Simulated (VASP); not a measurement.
A run of VASP 6.6.1 is set up as follows.

Contents of INCAR:

```
SYSTEM = BN
PREC = Accurate ; ENCUT = 520
EDIFF = 1E-7 ; ISMEAR = 0
SIGMA = 0.01 ; LREAL = .False.
LASPH = .True. ; NELM = 60
ALGO = Normal ; ISIF = 2
LWAVE = .False. ; LCHARG = .True.
GGA = CA ; LELF = .True.
LVHAR = .True. ; NBANDS = 16
```

KPOINTS

```
regular mesh
0
Gamma
  9 9 3
  0 0 0
```

POSCAR

```
BN
1.0
    2.4982400000      0.0000000000      0.0000000000
   -1.2491200000      2.1635400000      0.0000000000
    0.0000000000      0.0000000000      6.6357000000
B N
2 2
Direct
    0.3333333333      0.6666666667      0.2500000000
    0.6666666667      0.3333333333      0.7500000000
    0.3333333333      0.6666666667      0.7500000000
    0.6666666667      0.3333333333      0.2500000000
```

Potentials or basis: VASP PAW LDA potentials, release 64 (B, N).

Launch:

```bash
$ cat potpaw_LDA.64/B/POTCAR potpaw_LDA.64/N/POTCAR > POTCAR
$ mpirun -np 1 vasp_std > vasp.out
```

(1) Predict the band gap on the k mesh.

(2) Estimate the pressure.

Results:

(1) 4.24 eV, indirect (least direct gap 4.52 eV).

(2) -2.5 GPa.
